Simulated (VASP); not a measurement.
## Ca: single point with r2SCAN

Ca:

```
Ca
1.0
     3.93647    0.00000    0.00000
    -1.96824    3.40909    0.00000
     0.00000    0.00000    6.47436
Ca
2
Direct
  0.33333 0.66667 0.25000
  0.66667 0.33333 0.75000
```

- Program: VASP 6.6.1
- Task: single point
- Functional: r2SCAN
- Potentials or basis: VASP PAW PBE potentials, release 64 (Ca_sv)
- Cutoff: 520 eV
- k mesh: 9 × 9 × 5
- Occupations: fermi-dirac, width 0.1 eV
- Spin: no spin polarisation

```yaml
Pressure: 0.0 GPa
Band_gap_on_the_k_mesh: zero (band 10 reaches 2.16 eV, above the bottom of band 11 at 1.55 eV)
```

Levels at points of the mesh, in eV from the Fermi level:
```csv
k point,band 8,band 9,band 10,band 11,band 12,band 13
"(0.00, 0.00, 0.00)",-23.90,-4.28,-1.01,-0.38,2.58,2.61
```

Wall time 3.2 min on 1 thread of Oxide Virtual Turin-like Processor (shared host), peak memory 0.19 GiB.

Caveat: the PAW data sets were made with another functional, which shifts forces and pressure a little.
